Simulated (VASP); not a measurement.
Write the native input for VASP 6.6.1 that does the following.

| Item | Value |
| --- | --- |
| Task | relaxation of cell and atoms |
| Functional | PBE |
| Potentials or basis | VASP PAW PBE potentials, release 64 (Zr_sv, Cr_pv, C) |
| Cutoff | 600 eV |
| k mesh | 3 × 3 × 4 |
| Occupations | gaussian, width 0.2 eV |
| Spin | collinear spin, ferromagnetic start |
| Starting moments | [0.0, 3.0, 0.0, 0.0, 0.0, 0.0, 0.0] μB |
| Dipole correction | no |
| Further INCAR settings | ALGO = Normal; EDIFF = 1e-07; IBRION = 2; EDIFFG = -0.08; NSW = 36; ISIF = 3 |

The structure of ZrCrC5 lies in POSCAR:

```
ZrCrC5
1.0
    4.9381867500      0.0000000000      0.0000000000
    0.0000000000      4.9381867500      0.0000000000
    0.0000000000      0.0000000000      3.7534055300
Zr Cr C
1 1 5
Direct
    0.0000000000      0.0000000000      0.0000000000
    0.5000000000      0.5000000000      0.0000000000
    0.7112391300      0.0000000000      0.5000000000
    0.2887608700      0.0000000000      0.5000000000
    0.0000000000      0.2887608700      0.5000000000
    0.0000000000      0.7112391300      0.5000000000
    0.0000000000      0.0000000000      0.5000000000
```

The cell was generated, and may not be a known phase.

The input as run:

INCAR

```
PREC = Accurate
ENCUT = 600
EDIFF = 1E-7
ISMEAR = 0
SIGMA = 0.2
LREAL = False
LASPH = True
NELM = 200
ALGO = Normal
ISIF = 3
LWAVE = False
LCHARG = False
ISPIN = 2
MAGMOM = 0 3 0 0 0 0 0
LORBIT = 11
LMAXMIX = 4
GGA = PE
IBRION = 2
NSW = 36
EDIFFG = -0.08
GGA_COMPAT = False
NELMIN = 4
```

KPOINTS

```
Automatic mesh
0
Gamma
  3 3 4
```

Potentials or basis: VASP PAW PBE potentials, release 64 (Zr_sv, Cr_pv, C).

Launch:

```bash
$ cat potpaw_PBE.64/Zr_sv/POTCAR potpaw_PBE.64/Cr_pv/POTCAR potpaw_PBE.64/C/POTCAR > POTCAR
$ mpirun -np 1 vasp_std > vasp.out
```

It gave:

```
Relaxed volume                                        : 12.51 Å³/atom
Relaxed cell                                          : a = 4.521 Å, b = 4.521 Å, c = 4.283 Å, α = 90.00°, β = 90.00°, γ = 90.00°
Space group after relaxing (to 0.1 Å)                 : P4/mmm (No. 123)
Energy gained by relaxing                             : 1107.0 meV/atom
Ionic steps                                           : 16
Pressure after relaxing                               : -0.2 GPa
Largest force after relaxing                          : 0.007 eV/Å
Net moment                                            : -4.32 μB per cell
Site moments                                          : Zr +0.14; Cr -3.96; C -0.00, -0.01 (each value once) μB
Valence electrons inside the program's atomic spheres : Zr 9.89; Cr 10.45; C 2.49, 2.39 (each value once)
```

Caveat: the k points lie up to 0.46 Å⁻¹ apart in the final cell.

It took 48 min on 1 thread of Oxide Virtual Turin-like Processor, on a shared host, peak memory 0.25 GiB.
